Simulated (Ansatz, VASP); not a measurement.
## Br in VASP and in Ansatz

File INCAR:

```
PREC = Accurate
ENCUT = 520
EDIFF = 1E-6
ISMEAR = -1
SIGMA = 0.0417
LREAL = F
LASPH = T
NELM = 100
ALGO = Normal
ISIF = 2
LWAVE = F
LCHARG = F
GGA = PE
NBANDS = 22
```

Contents of KPOINTS:

```
regular mesh
0
Gamma
  5 2 5
```

Contents of POSCAR:

```
Br
1.0
   -3.3324990000      0.0000000000      2.3925630000
    0.0000000000     -8.8225770000      0.0000000000
    3.3324990000      0.0000000000      2.3925630000
Br
4
Direct
    0.1300000000      0.9000000000      0.1300000000
    0.6300000000      0.6000000000      0.6300000000
    0.8700000000      0.1000000000      0.8700000000
    0.3700000000      0.4000000000      0.3700000000
```

Input for Ansatz:

```yaml
crystal:
  lattice:
    - [-3.332499, 0.0, 2.392563]
    - [0.0, -8.822577, 0.0]
    - [3.332499, 0.0, 2.392563]
  atoms:
    - { symbol: Br, position: [0.13, 0.9, 0.13] }
    - { symbol: Br, position: [0.63, 0.6, 0.63] }
    - { symbol: Br, position: [0.87, 0.1, 0.87] }
    - { symbol: Br, position: [0.37, 0.4, 0.37] }
  symmetry: { tolerance: 0.0003 }
kpoints:
  mp_grid: { grid: [5, 2, 5], shift: [0, 0, 0] }
magnetization:
  spin_polarized: false
scf:
  occupations: { method: fermi_dirac, width: 0.0417 }
hamiltonian:
  pseudopotentials: { kind: paw }
  xc: pbe
basis:
  ecutwfc: 420
output:
  forces: true
  stress: true
  eigenvalues: true
```

Alike in both runs: task single point; functional PBE; k mesh 5 × 2 × 5; occupations fermi-dirac, width 0.0417 eV; no spin polarisation.

|  | VASP | Ansatz |
| --- | --- | --- |
| version | VASP 6.6.1 | Ansatz 0.2.0 |
| potentials or method | VASP PAW PBE potentials, release 64 (Br), cutoff 520 eV | PAW plane waves |
| valence electrons in the cell | 28 | 28 |

|  | VASP | Ansatz | Ansatz less VASP |
| --- | --- | --- | --- |
| gap on the k mesh at the Fermi level (eV) | 2.42 | 2.42 | 0.000 |
| pressure (GPa) | 5.7 | 5.6 | -0.04 |
| traceless stress, the component that is largest in VASP (GPa) | 4.93 | 4.88 | -0.043 |
| rms of the force components (eV/Å) | 1.877 | 1.862 | -0.0155 |

Atom by atom the forces differ by 0.016 eV/Å (rms over components). With one functional, cell and mesh, what is left measures potentials, basis and numerics.
